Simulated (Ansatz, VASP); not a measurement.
## Two plane-wave programs on RbBr

```
Rb Br
1.0
     5.89014    0.00000    0.00000
    -2.94507    5.10101    0.00000
     0.00000    0.00000    6.87033
Rb Br
2 2
Direct
  0.33333 0.66667 0.93750
  0.66667 0.33333 0.43750
  0.33333 0.66667 0.43750
  0.66667 0.33333 0.93750
```

Alike in both runs: task single point; functional PBE; k mesh 6 × 6 × 4; no spin polarisation.

```csv
,VASP,Ansatz
version,VASP 6.6.1,Ansatz 0.2.0
potentials or method,"VASP PAW PBE potentials, release 64 (Rb_sv, Br)","plane waves, PAW"
plane-wave cutoff (eV),520,420
occupations,"gaussian, width 0.01 eV",fixed
valence electrons in the cell,32,32
```

```tsv
	VASP	Ansatz	Ansatz less VASP
gap on the k mesh at the Fermi level (eV)	4.06	4.06	+0.001
```
